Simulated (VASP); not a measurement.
# La2O3 (P-3m1) in VASP: settings compared

The runs below take La2O3 through electric field gradients, dielectric tensor, single point, with PBE, PBEsol+U.

All numbers are computed with VASP 6.6.1; they aren't measurements. Logs are shortened: lines on timing, memory, paths and dates and some standing lists are left out, and cuts for length are marked.

## Step 1: The cell of the first run

Symmetry: P-3m1, No. 164, trigonal system. The conventional cell has a = 3.931 Å, b = 3.931 Å, c = 6.112 Å, α = 90.00°, β = 90.00°, γ = 120.00°. La (site symmetry 3m) has 7 O at 2.36 to 2.72 Å within 3.1 Å. Within 3.6 Å of O (site symmetry -3m) lie 6 La at 2.72 Å and 6 O at 3.14 Å. Within 3.2 Å of O (site symmetry 3m) lie 4 La at 2.36 to 2.44 Å and 6 O at 2.89 to 3.14 Å.

## Step 2: Electric field gradients, PBE

File INCAR:

```
SYSTEM = La2O3
  PREC = Accurate
  ENCUT = 520
  EDIFF = 1E-8
  ISMEAR = -1
  SIGMA = 0.05
  LREAL = .FALSE.
  LASPH = .TRUE.
  NELM = 60
  ALGO = Normal
  ISIF = 2
  LWAVE = .FALSE.
  LCHARG = .FALSE.
  GGA = PE
  LEFG = .TRUE.
  NBANDS = 28
```

File KPOINTS:

```
Automatic mesh
0
G
  8 8 5
  0 0 0
```

File POSCAR:

```
La2O3
1.0
    3.9307778780      0.0000000000      0.0000000000
   -1.9653889390      3.4041534990      0.0000000000
    0.0000000000      0.0000000000      6.1119535200
La O
2 3
Direct
    0.3333333333      0.6666666667      0.2462356800
    0.6666666667      0.3333333333      0.7537643200
    0.0000000000      0.0000000000      0.0000000000
    0.3333333333      0.6666666667      0.6458906500
    0.6666666667      0.3333333333      0.3541093500
```

Potentials or basis: VASP PAW PBE potentials, release 64 (La, O).

Launch:

```console
cat potpaw_PBE.64/La/POTCAR potpaw_PBE.64/O/POTCAR > POTCAR
mpirun -np 1 vasp_std > vasp.out
```

OUTCAR:

```text
SYSTEM = La2O3
   PREC = Accurate
   ENCUT = 520
   EDIFF = 1E-8
   ISMEAR = -1
   LREAL = .FALSE.
   LASPH = .TRUE.
   NELM = 60
   ISIF = 2
   GGA = PE

 ion  position               nearest neighbor table
   1  0.333  0.667  0.246-   5 2.36   5 2.36   5 2.36   4 2.44   3 2.72   3 2.72   3 2.72
   2  0.667  0.333  0.754-   4 2.36   4 2.36   4 2.36   5 2.44   3 2.72   3 2.72   3 2.72
   3  0.000  0.000  0.000-   1 2.72   2 2.72   2 2.72   1 2.72   2 2.72   1 2.72
   4  0.333  0.667  0.646-   2 2.36   2 2.36   2 2.36   1 2.44
   5  0.667  0.333  0.354-   1 2.36   1 2.36   1 2.36   2 2.44

  LATTYP: Found a hexagonal cell.
 ALAT       =     3.9307778780
 C/A-ratio  =     1.5548966921

  Lattice vectors:

 A1 = (   3.9307778780,   0.0000000000,   0.0000000000)
 A2 = (  -1.9653889390,   3.4041534990,   0.0000000000)
 A3 = (   0.0000000000,   0.0000000000,   6.1119535200)

Analysis of symmetry for initial positions (statically):
=====================================================================
 Subroutine PRICEL returns:
 Original cell was already a primitive cell.

 Routine SETGRP: Setting up the symmetry group for a
 hexagonal supercell.

 Subroutine GETGRP returns: Found 12 space group operations
 (whereof 12 operations were pure point group operations)
 out of a pool of 24 trial point group operations.

The static configuration has the point symmetry D_3d.

Analysis of symmetry for dynamics (positions and initial velocities):
=====================================================================
 Subroutine PRICEL returns:
 Original cell was already a primitive cell.

 Routine SETGRP: Setting up the symmetry group for a
 hexagonal supercell.

 Subroutine GETGRP returns: Found 12 space group operations
 (whereof 12 operations were pure point group operations)
 out of a pool of 24 trial point group operations.

The dynamic configuration has the point symmetry D_3d.

 Subroutine INISYM returns: Found 12 space group operations
 (whereof 12 operations are pure point group operations),
 and found     1 'primitive' translations

----------------------------------------------------------------------------------------

[... 147 lines left out ...]

 val. band max:        5.9476347954   @ k =   0.2500   0.2500   0.4000
 cond. band min:       9.8400149061   @ k =   0.5000   0.0000   0.0000
 fundamental gap:      3.8923801107
 Fermi energy:         7.1231681912

 k-point     1 :       0.0000    0.0000    0.0000
  band No.  band energies     occupation
      1     -23.8433      2.00000
      2     -23.5994      2.00000
      3     -10.9635      2.00000
      4      -9.7106      2.00000
      5      -9.2605      2.00000
      6      -7.3094      2.00000
[... 733 lines left out ...]
     27      11.3609      0.00000
     28      11.4285      0.00000

 [... further k-points ...]

------------------------ aborting loop because EDIFF is reached ----------------------------------------

  FORCE on cell =-STRESS in cart. coord.  units (eV):
  Direction    XX          YY          ZZ          XY          YZ          ZX
  --------------------------------------------------------------------------------------
  -------------------------------------------------------------------------------------
  Total        0.7604878      0.7604878      0.9284644      0.0000000      0.0000000      0.0000000
  in kB       14.8982469     14.8982469     18.1889722      0.0000000      0.0000000      0.0000000
  external PRESSURE =      15.9951553 kB  Pullay stress =       0.0000000 kB

 VOLUME and BASIS-vectors are now :
 -----------------------------------------------------------------------------
  energy-cutoff  :      520.00
  volume of cell :       81.78
      direct lattice vectors                 reciprocal lattice vectors
     3.930777878  0.000000000  0.000000000     0.254402571  0.146879393  0.000000000
    -1.965388939  3.404153499  0.000000000     0.000000000  0.293758786  0.000000000
     0.000000000  0.000000000  6.111953520     0.000000000  0.000000000  0.163613810

 POSITION                                       TOTAL-FORCE (eV/Angst)
 -----------------------------------------------------------------------------------
     -0.00000      2.26944      1.50498         0.000000     -0.000000     -0.002379
      1.96539      1.13472      4.60697        -0.000000      0.000000      0.002379
      0.00000      0.00000      0.00000         0.000000      0.000000     -0.000000
     -0.00000      2.26944      3.94765         0.000000     -0.000000      0.011455
      1.96539      1.13472      2.16430         0.000000      0.000000     -0.011455
 -----------------------------------------------------------------------------------
    total drift:                               -0.000000      0.000000      0.000000

  FREE ENERGIE OF THE ION-ELECTRON SYSTEM (eV)
  ---------------------------------------------------
  free  energy   TOTEN  =       -41.8174549431 eV

  energy  without entropy=      -41.8174549431  energy(sigma->0) =      -41.81745494

 Electric field gradients (V/A^2)
---------------------------------------------------------------------
 ion       V_xx      V_yy      V_zz      V_xy      V_xz      V_yz
---------------------------------------------------------------------
   1     -56.188   -56.189   112.377    -0.000    -0.000     0.000
   2     -56.188   -56.189   112.377    -0.000    -0.000     0.000
   3       4.488     4.488    -8.975     0.000     0.000    -0.000
   4      -4.252    -4.252     8.503     0.000    -0.000     0.000
   5      -4.252    -4.252     8.503     0.000    -0.000     0.000
---------------------------------------------------------------------

 Electric field gradients after diagonalization (V/A^2)
 (convention: |V_zz| > |V_xx| > |V_yy|)
----------------------------------------------------------------------
 ion       V_xx      V_yy      V_zz     asymmetry (V_yy - V_xx)/ V_zz
----------------------------------------------------------------------
   1     -56.189   -56.188   112.377       0.000
   2     -56.189   -56.188   112.377       0.000
   3       4.488     4.488    -8.975       0.000
   4      -4.252    -4.252     8.503       0.000
   5      -4.252    -4.252     8.503       0.000
----------------------------------------------------------------------

           NMR quadrupolar parameters

 Cq : quadrupolar parameter    Cq=e*Q*V_zz/h
 eta: asymmetry parameters     (V_yy - V_xx)/ V_zz
 Q  : nuclear electric quadrupole moment in mb (millibarn)
----------------------------------------------------------------------
 ion       Cq(MHz)       eta       Q (mb)
----------------------------------------------------------------------
   1       0.272       0.000       1.000
   2       0.272       0.000       1.000
   3      -0.022       0.000       1.000
   4       0.021       0.000       1.000
   5       0.021       0.000       1.000
----------------------------------------------------------------------
```

stdout:

```text
POSCAR found type information on POSCAR LaO
 POSCAR found :  2 types and       5 ions
 scaLAPACK will be used
 LDA part: xc-table for (Slater+PW92), standard interpolation
 POSCAR, INCAR and KPOINTS ok, starting setup
 FFT: planning ... GRIDC
 FFT: planning ... GRID_SOFT
 FFT: planning ... GRID
 WAVECAR not read
 entering main loop
ion   1

ion   2

ion   3

ion   4

ion   5
```

Run time: 85 s. Hardware: 1 thread of Intel Xeon 6975P-C (Granite Rapids), shared host; peak memory 0.25 GiB.

What came out:

```yaml
Free_energy: -41.8175 eV
Pressure: 1.6 GPa
Largest_force: 0.011 eV/Å
Band_gap_on_the_k_mesh: 3.89 eV (least direct gap 4.07 eV)
Largest_electric_field_gradient_by_atom: La +112.4; O -9.0, +8.5 (each value once) V/Å²
```

Forces in eV/Å, atoms in the order of the input:
```
La   0.000  0.000 -0.002
La   0.000  0.000  0.002
O    0.000  0.000  0.000
O    0.000  0.000  0.011
O    0.000  0.000 -0.011
```

Stress tensor (GPa, compression positive):
```
1.49 0.00 0.00
0.00 1.49 0.00
0.00 0.00 1.82
```

Electric field gradients, principal values (V/Å²):
| atom | least | middle | greatest (by size) |
| --- | --- | --- | --- |
| 1 La | -56.188 | -56.189 | 112.377 |
| 2 La | -56.188 | -56.189 | 112.377 |
| 3 O | 4.488 | 4.488 | -8.975 |
| 4 O | -4.252 | -4.252 | 8.503 |
| 5 O | -4.252 | -4.252 | 8.503 |

Caveat: without QUAD_EFG the Cq values of the log hold for a quadrupole moment of 1 mb, not for the nuclei; spin-orbit coupling is left out, which moves the levels of the heavy elements. A k mesh can miss the band edges.

[end of part 1 of 2]
